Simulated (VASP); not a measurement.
# GeSbTe3 (P3m1) in VASP: single point with PBE

Aim: the single point of GeSbTe3 with PBE.

Everything below comes from runs of VASP 6.6.1. Logs are shortened: lines on timing, memory, paths and dates and some standing lists are left out, and cuts for length are marked.

### 1 The cell of the first run

It takes space group P3m1 (No. 156, trigonal). The conventional cell has a = 4.155 Å, b = 4.155 Å, c = 31.702 Å, α = 90.00°, β = 90.00°, γ = 120.00°. Within 3.7 Å of Ge (site symmetry 3m) lie 6 Te at 2.83 to 3.16 Å. Within 3.7 Å of Ge (site symmetry 3m) lie 6 Te at 2.83 to 3.16 Å. Ge (site symmetry 3m) has 6 Te at 2.83 to 3.16 Å within 3.7 Å. Sb (site symmetry 3m) has 6 Te at 3.02 to 3.10 Å and 6 Sb at 4.15 Å within 4.2 Å. Sb (site symmetry 3m) has 6 Te at 3.02 to 3.10 Å and 6 Sb at 4.15 Å within 4.2 Å. Sb (site symmetry 3m) has 6 Te at 3.02 to 3.10 Å and 6 Sb at 4.15 Å within 4.2 Å. Te (site symmetry 3m) has 3 Sb at 3.10 Å and 3 Ge at 3.16 Å and 9 Te at 4.15 to 4.30 Å within 4.3 Å. Te (site symmetry 3m) has 3 Sb at 3.10 Å and 3 Ge at 3.16 Å and 9 Te at 4.15 to 4.30 Å within 4.3 Å.

### 2 Single point, PBE (the distance across one plane changed)

The input, INCAR:

```
ALGO = Fast
EDIFF = 1E-6
ENCUT = 520
GGA = PE
ISIF = 2
ISMEAR = 0
LASPH = True
LCHARG = False
LREAL = Auto
LWAVE = False
NBANDS = 68
NELM = 100
PREC = Accurate
SIGMA = 0.15
```

The input, KPOINTS:

```
k-points
0
Gamma
  13 13 2
```

The input, POSCAR:

```
GeSbTe3
1.0
   -4.1549290696      0.0000000000      0.0000000000
   -2.0774645348     -3.5982741252      0.0000000000
    0.0000000000      0.0000000000     31.7016984524
Ge Sb Te
3 3 9
Direct
    0.6666666667      0.6666666667      0.7516185127
    1.0000000000      0.0000000000      0.4235425212
    0.3333333333      0.3333333333      0.0954665298
    0.6666666667      0.6666666667      0.5504500997
    1.0000000000      0.0000000000      0.2223741083
    0.3333333333      0.3333333333      0.8785260912
    0.6666666667      0.6666666667      0.1603940810
    1.0000000000      0.0000000000      0.8165460639
    0.3333333333      0.3333333333      0.4884700724
    0.6666666667      0.6666666667      0.9362580434
    1.0000000000      1.0000000000      0.6081820519
    0.3333333333      0.3333333333      0.2801060605
    0.6666666667      0.6666666667      0.3759829452
    1.0000000000      0.0000000000      0.0479069537
    0.3333333333      0.3333333333      0.7040589367
```

Potentials or basis: VASP PAW PBE potentials, release 64 (Ge_d, Sb, Te).

The run is started by

```bash
$ cat potpaw_PBE.64/Ge_d/POTCAR potpaw_PBE.64/Sb/POTCAR potpaw_PBE.64/Te/POTCAR > POTCAR
$ mpirun -np 1 vasp_std > vasp.out
```

OUTCAR:

```text
EDIFF = 1E-6
   ENCUT = 520
   GGA = PE
   ISIF = 2
   ISMEAR = 0
   LASPH = True
   LREAL = Auto
   NELM = 100
   PREC = Accurate

 ion  position               nearest neighbor table
   1  0.667  0.667  0.752-  15 2.83  15 2.83  15 2.83   8 3.16   8 3.16   8 3.16
   2  0.000  0.000  0.424-  13 2.83  13 2.83  13 2.83   9 3.16   9 3.16   9 3.16
   3  0.333  0.333  0.095-  14 2.83  14 2.83  14 2.83   7 3.16   7 3.16   7 3.16
   4  0.667  0.667  0.550-  11 3.02  11 3.02  11 3.02   9 3.10   9 3.10   9 3.10
   5  0.000  0.000  0.222-  12 3.02  12 3.02  12 3.02   7 3.10   7 3.10   7 3.10
   6  0.333  0.333  0.879-  10 3.02  10 3.02  10 3.02   8 3.10   8 3.10   8 3.10
   7  0.667  0.667  0.160-   5 3.10   5 3.10   5 3.10   3 3.16   3 3.16   3 3.16
   8  0.000  0.000  0.817-   6 3.10   6 3.10   6 3.10   1 3.16   1 3.16   1 3.16
   9  0.333  0.333  0.488-   4 3.10   4 3.10   4 3.10   2 3.16   2 3.16   2 3.16
  10  0.667  0.667  0.936-   6 3.02   6 3.02   6 3.02
  11  0.000  0.000  0.608-   4 3.02   4 3.02   4 3.02
  12  0.333  0.333  0.280-   5 3.02   5 3.02   5 3.02
  13  0.667  0.667  0.376-   2 2.83   2 2.83   2 2.83
  14  0.000  0.000  0.048-   3 2.83   3 2.83   3 2.83
  15  0.333  0.333  0.704-   1 2.83   1 2.83   1 2.83

  LATTYP: Found a hexagonal cell.
 ALAT       =     4.1549290696
 C/A-ratio  =     7.6299012381

  Lattice vectors:

 A1 = (   2.0774645348,   3.5982741252,   0.0000000000)
 A2 = (  -4.1549290696,   0.0000000000,   0.0000000000)
 A3 = (   0.0000000000,   0.0000000000,  31.7016984524)

Analysis of symmetry for initial positions (statically):
=====================================================================
 Subroutine PRICEL returns:
 Original cell was already a primitive cell.

 Routine SETGRP: Setting up the symmetry group for a
 hexagonal supercell.

 Subroutine GETGRP returns: Found  6 space group operations
 (whereof  6 operations were pure point group operations)
 out of a pool of 24 trial point group operations.

The static configuration has the point symmetry C_3v.

Analysis of symmetry for dynamics (positions and initial velocities):
=====================================================================
 Subroutine PRICEL returns:
 Original cell was already a primitive cell.

 Routine SETGRP: Setting up the symmetry group for a
 hexagonal supercell.

 Subroutine GETGRP returns: Found  6 space group operations
 (whereof  6 operations were pure point group operations)
 out of a pool of 24 trial point group operations.

The dynamic configuration has the point symmetry C_3v.

 Subroutine INISYM returns: Found  6 space group operations
 (whereof  6 operations are pure point group operations),
 and found     1 'primitive' translations

----------------------------------------------------------------------------------------

                                     Primitive cell

  volume of cell :     473.9586

  direct lattice vectors                    reciprocal lattice vectors
    -4.154929070  0.000000000  0.000000000    -0.240677996  0.138955506  0.000000000
    -2.077464535 -3.598274125  0.000000000     0.000000000 -0.277911011  0.000000000
     0.000000000  0.000000000 31.701698452     0.000000000  0.000000000  0.031544051

  length of vectors
     4.154929070  4.154929070 31.701698452     0.277911011  0.277911011  0.031544051

  position of ions in fractional coordinates (direct lattice)
     0.666666667  0.666666667  0.751618513
     0.000000000  0.000000000  0.423542521
     0.333333333  0.333333333  0.095466530
     0.666666667  0.666666667  0.550450100
     0.000000000  0.000000000  0.222374108
     0.333333333  0.333333333  0.878526091
     0.666666667  0.666666667  0.160394081
     0.000000000  0.000000000  0.816546064
     0.333333333  0.333333333  0.488470072
     0.666666667  0.666666667  0.936258043
     0.000000000  0.000000000  0.608182052
     0.333333333  0.333333333  0.280106061
     0.666666667  0.666666667  0.375982945
     0.000000000  0.000000000  0.047906954
     0.333333333  0.333333333  0.704058937
[... 28 lines left out ...]

  Cartesian coordinates                     Fractional coordinates (reciprocal lattice)
    -0.018513692  0.010688885  0.000000000     0.076923077 -0.000000000  0.000000000
     0.000000000 -0.021377770  0.000000000     0.000000000  0.076923077  0.000000000
     0.000000000  0.000000000  0.015772026     0.000000000  0.000000000  0.500000000

  Length of vectors
     0.021377770  0.021377770  0.015772026

  Shift w.r.t. Gamma in fractional coordinates (k-lattice)
     0.000000000  0.000000000  0.000000000

 Subroutine IBZKPT returns following result:
 ===========================================

 Found     42 irreducible k-points:

 Following reciprocal coordinates:
            Coordinates               Weight
  0.000000  0.000000  0.000000      1.000000
  0.076923 -0.000000  0.000000      6.000000
  0.153846  0.000000  0.000000      6.000000
  0.230769  0.000000  0.000000      6.000000
  0.307692  0.000000  0.000000      6.000000
  0.384615  0.000000  0.000000      6.000000
[... 16 lines left out ...]
  0.076923 -0.000000  0.500000      6.000000
  0.153846  0.000000  0.500000      6.000000
 [... further k-points ...]
   k-points           NKPTS =     42   k-points in BZ     NKDIM =     42   number of bands    NBANDS=     68
   number of dos      NEDOS =    301   number of ions     NIONS =     15
   total plane-waves  NPLWV = 245760
   dimension x,y,z NGX =    32 NGY =   32 NGZ =  240
   dimension x,y,z NGXF=    64 NGYF=   64 NGZF=  480
   ions per type =               3   3   9
   NGX,Y,Z   is equivalent  to a cutoff of  12.80, 12.80, 12.59 a.u.
   NGXF,Y,Z  is equivalent  to a cutoff of  25.61, 25.61, 25.17 a.u.
 SYSTEM =  unknown system
   PREC   = accura    normal or accurate (medium, high low for compatibility)
   ISTART =      0    job   : 0-new  1-cont  2-samecut
   ICHARG =      2    charge: 1-file 2-atom 10-const
   ISPIN  =      1    spin polarized calculation?
   LNONCOLLINEAR =      F non collinear calculations
   LSORBIT =      F    spin-orbit coupling
   LASPH  =      T    aspherical Exc in radial PAW
   ENCUT  =  520.0 eV  38.22 Ry    6.18 a.u.   7.73  7.73 58.94*2*pi/ulx,y,z
   NELM   =    100;   NELMIN=  2; NELMDL= -5     # of ELM steps
   EDIFF  = 0.1E-05   stopping-criterion for ELM
   LREAL  =      T    real-space projection
   EDIFFG = 0.1E-04   stopping-criterion for IOM
   NSW    =      0    number of steps for IOM
   IBRION =     -1    ionic relax: 0-MD 1-quasi-New 2-CG
   NFREE  =      0    steps in history (QN), initial steepest desc. (CG)
   ISIF   =      2    stress and relaxation
   ISYM   =      2    0-nonsym 1-usesym 2-fastsym
   POTIM  = 0.5000    time-step for ionic-motion
   TEBEG  =    0.0;   TEEND  =   0.0 temperature during run
   PSTRESS=    0.0 pullay stress
   NELECT =     111.0000    total number of electrons
   NUPDOWN=      -1.0000    fix difference up-down
   EMIN   =  10.00;   EMAX   =-10.00  energy-range for DOS
   EFERMI =   0.00;   METHOD = LEGACY
   ISMEAR =     0;   SIGMA  =   0.15  broadening in eV -4-tet -1-fermi 0-gaus
   EFERMI_NEDOS =   21; number of points for ismear=-14 and -15
   IALGO  =     68    algorithm
   IMIX   =      4    mixing-type and parameters
     AMIX     =   0.40;   BMIX     =  1.00
     AMIX_MAG =   1.60;   BMIX_MAG =  1.00
  volume/ion in A,a.u.               =      31.60       213.23
  Fermi-wavevector in a.u.,A,eV,Ry     =   1.009103  1.906929 13.854674  1.018290
  Thomas-Fermi vector in A             =   2.142011
   LORBIT       =      0    0 simple, 1 ext, 2 COOP (PROOUT), +10 PAW based schemes
   GGA     = PE    functional components
   LHFCALC =     F    Hartree Fock is set to
   AEXX    =    0.0000 exact exchange contribution
   IVDW    =     0    specifies the selected vdW correction
   LEPSILON=     F    determine dielectric tensor
   LRPA    =     F    only Hartree local field effects (RPA)
 non-spin polarized calculation
 RMM-DIIS sequential band-by-band and
 Gauss-broadening in eV      SIGMA  =   0.15
  energy-cutoff  :      520.00
  volume of cell :      473.96
 maximum number of plane-waves:     12850
   NGX = 15   NGY = 15   NGZ =117

 number of electron     110.9999999 magnetization

 Free energy of the ion-electron system (eV)
  ---------------------------------------------------
  ext. energy  EPLUGINS =         0.00000000
  ---------------------------------------------------
  free energy    TOTEN  =       -55.32041925 eV

  energy without entropy =      -55.22745819  energy(sigma->0) =      -55.27393872

 E-fermi :   5.3896     XC(G=0):  -9.2182

 val. band max:        5.3851442956   @ k =   0.0769  -0.0000   0.0000
 cond. band min:       5.3926686640   @ k =   0.2308   0.0769   0.5000
 fundamental gap:      0.0075243684
 Fermi energy:         5.3895844932

 k-point     1 :       0.0000    0.0000    0.0000
  band No.  band energies     occupation
      1     -19.1335      2.00000
      2     -19.1335      2.00000
      3     -19.1304      2.00000
      4     -19.1252      2.00000
      5     -19.1252      2.00000
      6     -19.1230      2.00000
[... 1669 lines left out ...]
     66       7.8303      0.00000
     67       8.3926      0.00000

 [... further k-points ...]

 [bands above 67 left out]

------------------------ aborting loop because EDIFF is reached ----------------------------------------

  FORCE on cell =-STRESS in cart. coord.  units (eV):
  Direction    XX          YY          ZZ          XY          YZ          ZX
  --------------------------------------------------------------------------------------
  -------------------------------------------------------------------------------------
  Total       -0.2663814     -0.2663814     -0.5510876     -0.0000000      0.0000000      0.0000000
  in kB       -0.9004799     -0.9004799     -1.8629055     -0.0000000      0.0000000      0.0000000
  external PRESSURE =      -1.2212884 kB  Pullay stress =       0.0000000 kB

 VOLUME and BASIS-vectors are now :
 -----------------------------------------------------------------------------
  energy-cutoff  :      520.00
  volume of cell :      473.96
      direct lattice vectors                 reciprocal lattice vectors
    -4.154929070  0.000000000  0.000000000    -0.240677996  0.138955506  0.000000000
    -2.077464535 -3.598274125  0.000000000     0.000000000 -0.277911011  0.000000000
     0.000000000  0.000000000 31.701698452     0.000000000  0.000000000  0.031544051

 POSITION                                       TOTAL-FORCE (eV/Angst)
 -----------------------------------------------------------------------------------
     -4.15493     -2.39885     23.82758         0.000000      0.000000      0.018337
      0.00000      0.00000     13.42702        -0.000000     -0.000000      0.011902
     -2.07746     -1.19942      3.02645         0.000000      0.000000     -0.043433
     -4.15493     -2.39885     17.45020        -0.000000     -0.000000     -0.006255
      0.00000      0.00000      7.04964        -0.000000     -0.000000     -0.029463
     -2.07746     -1.19942     27.85077        -0.000000     -0.000000      0.033952
     -4.15493     -2.39885      5.08476        -0.000000     -0.000000      0.014134
      0.00000      0.00000     25.88590        -0.000000     -0.000000      0.018560
     -2.07746     -1.19942     15.48533        -0.000000     -0.000000      0.010447
     -4.15493     -2.39885     29.68097        -0.000000     -0.000000     -0.028504
      0.00000      0.00000     19.28040        -0.000000     -0.000000      0.010645
     -2.07746     -1.19942      8.87984        -0.000000     -0.000000      0.016991
     -4.15493     -2.39885     11.91930        -0.000000     -0.000000     -0.009612
      0.00000      0.00000      1.51873        -0.000000     -0.000000      0.001101
     -2.07746     -1.19942     22.31986        -0.000000     -0.000000     -0.018801
 -----------------------------------------------------------------------------------
    total drift:                                0.000000      0.000000      0.016153

  FREE ENERGIE OF THE ION-ELECTRON SYSTEM (eV)
  ---------------------------------------------------
  free  energy   TOTEN  =       -55.3204192484 eV

  energy  without entropy=      -55.2274581894  energy(sigma->0) =      -55.27393872
```

Run time: 79 min. Hardware: 1 thread of Oxide Virtual Turin-like, shared host; peak memory 1 GiB.

Results:

```
Free energy            : -55.3204 eV
Pressure               : -0.1 GPa
Largest force          : 0.043 eV/Å
Band gap on the k mesh : zero (an odd number of electrons rules out a gap without spin polarisation)
```

Forces in eV/Å, atoms in the order of the input:
```
Ge   0.000  0.000  0.018
Ge   0.000  0.000  0.012
Ge   0.000  0.000 -0.043
Sb   0.000  0.000 -0.006
Sb   0.000  0.000 -0.029
Sb   0.000  0.000  0.034
Te   0.000  0.000  0.014
Te   0.000  0.000  0.019
Te   0.000  0.000  0.010
Te   0.000  0.000 -0.029
Te   0.000  0.000  0.011
Te   0.000  0.000  0.017
Te   0.000  0.000 -0.010
Te   0.000  0.000  0.001
Te   0.000  0.000 -0.019
```

Stress tensor (GPa, compression positive):
```
-0.09  0.00  0.00
 0.00 -0.09  0.00
 0.00  0.00 -0.19
```

Caveat: the cell differs from its parent crystal (the distance across one plane changed); spin-orbit coupling is left out, which moves the levels of the heavy elements; this functional lacks dispersion, which binds layers or chains, so the pressure and a relaxed spacing across them are unreliable.
